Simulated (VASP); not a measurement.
TiO2:

```xyz
6
Lattice="-1.8860 1.8860 4.7795 1.8860 -1.8860 4.7795 1.8860 1.8860 -4.7795" Properties=species:S:1:pos:R:3 pbc="T T T"
Ti    0.0000    0.0000    0.0000
Ti    0.0000    1.8860    2.3897
O     0.0000    0.0000    1.9841
O     0.0000    1.8860    4.3738
O     0.0000    1.8860    0.4057
O     0.0000    0.0000    7.5749
```

Base run:

* Program: VASP 6.6.1
* Functional: TB-mBJ
* Potentials or basis: VASP PAW PBE potentials, release 64 (Ti_sv, O)
* Cutoff: 520 eV
* k mesh: 10 × 10 × 10
* Occupations: gaussian, width 0.03 eV
* Spin: no spin polarisation

Its results: band gap on the k mesh 3.17 eV (least direct gap 3.50 eV).

The run is repeated on the same cell with these changes: functional from TB-mBJ to r2SCAN. What comes out?

Band gap on the k mesh 2.57 eV (least direct gap 2.91 eV).
